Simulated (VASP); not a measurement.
Set up this calculation in VASP 6.6.1, as the native input.

```yaml
Task: single point
Functional: PBE
Potentials_or_basis: VASP PAW PBE potentials, release 64 (Ca_sv, B, O)
Cutoff: 520 eV
k_mesh: 10 × 10 × 10
Occupations: gaussian, width 0.1 eV
Spin: collinear spin, ferromagnetic start
Starting_moments: "[0.0, 0.0, 0.0, 0.74, 0.74, 0.74, 0.74, 0.74, 0.74] μB"
Dipole_correction: no
Further_INCAR_settings: ALGO = Normal; EDIFF = 1e-06; NBANDS = 44
```

The structure of Ca2BO6 lies in POSCAR:

```
Ca2BO6
1.0
    0.0000000000      3.6400643179      3.6400643179
    3.6400643179      0.0000000000      3.6400643179
    3.6400643179      3.6400643179      0.0000000000
Ca B O
2 1 6
Direct
    0.2500000000      0.2500000000      0.2500000000
    0.7500000000      0.7500000000      0.7500000000
    0.0000000000      0.0000000000      0.0000000000
    0.7744511535      0.2255488465      0.2255488465
    0.2255488465      0.7744511535      0.2255488465
    0.2255488465      0.2255488465      0.7744511535
    0.2255488465      0.7744511535      0.7744511535
    0.7744511535      0.2255488465      0.7744511535
    0.7744511535      0.7744511535      0.2255488465
```

The input as run:

INCAR

```
SYSTEM = Ca2BO6
PREC     = Accurate       ! precision mode
ENCUT    = 520            ! plane-wave cutoff, eV
EDIFF    = 1E-6           ! SCF threshold, eV
ISMEAR   = 0              ! smearing method
SIGMA    = 0.1            ! smearing width, eV
LREAL    = .FALSE.        ! projectors in reciprocal space
LASPH    = .TRUE.         ! aspherical terms in the spheres
NELM     = 150            ! most SCF steps
ALGO     = Normal         ! electronic algorithm
ISIF     = 2              ! what is computed and relaxed
LWAVE    = .FALSE.        ! write WAVECAR
LCHARG   = .FALSE.        ! write CHGCAR
ISPIN    = 2              ! spin polarisation
MAGMOM   = 0 0 0 0.74 0.74 0.74 0.74 0.74 0.74 ! initial moments
LORBIT   = 11             ! projections on sites
GGA      = PE             ! functional
NBANDS   = 44             ! bands
```

KPOINTS

```
Automatic mesh
0
G
  10 10 10
  0 0 0
```

Potentials or basis: VASP PAW PBE potentials, release 64 (Ca_sv, B, O).

Command:

```console
$ cat potpaw_PBE.64/Ca_sv/POTCAR potpaw_PBE.64/B/POTCAR potpaw_PBE.64/O/POTCAR > POTCAR
$ mpirun -np 1 vasp_std > vasp.out
```

It gave:

```json
{
 "Pressure": "0.4 GPa",
 "Largest force": "0.021 eV/Å",
 "Band gap on the k mesh": "zero (filled and empty bands overlap)",
 "Net moment": "5.00 μB per cell",
 "Site moments": "Ca -0.01; B -0.05; O +0.72 μB",
 "Valence electrons inside the program's atomic spheres": "Ca 8.10; B 1.70; O 4.89"
}
```

Run time: 3.2 min on 1 thread of Intel(R) Xeon(R) 6975P-C (Granite Rapids), on a shared host, peak memory 0.47 GiB.
